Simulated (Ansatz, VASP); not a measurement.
## Two plane-wave programs on TiTe2

```
CELL_PARAMETERS angstrom
3.66494 0.00000 0.00000
-1.83247 3.17393 0.00000
0.00000 0.00000 6.34342
ATOMIC_POSITIONS crystal
Ti 0.00000 0.00000 0.00000
Te 0.66667 0.33333 0.26921
Te 0.33333 0.66667 0.73079
```

Alike in both runs: functional LDA; k mesh 12 × 12 × 8; occupations gaussian, width 0.05 eV; no spin polarisation.

Ansatz relaxed the structure, and its values are those at the end. VASP's run is a single point on that final structure, the one shown.

|  | VASP | Ansatz |
| --- | --- | --- |
| version | VASP 6.6.1 | Ansatz 0.2.0 |
| potentials or method | VASP PAW LDA potentials, release 64 (Ti_sv, Te) | scalar-relativistic, plane waves, PAW |
| plane-wave cutoff (eV) | 520 | 420 |
| valence electrons in the cell | 24 | 44 |

```csv
,VASP,Ansatz,Ansatz less VASP
gap on the k mesh at the Fermi level (eV),none,none,-
pressure (GPa),0.0,0.0,-0.06
rms of the force components (eV/Å),0.016,0.000,-0.0162
```

LDA's correlation is that of Perdew and Zunger in VASP and of Perdew and Wang (1992) in Ansatz. A gap of «none» marks a metal or a gap that the smearing closes. VASP's potentials hold 24 valence electrons a cell and Ansatz's 44, so a difference there can come from the potentials and not from the codes.

Spin-orbit coupling is off throughout.
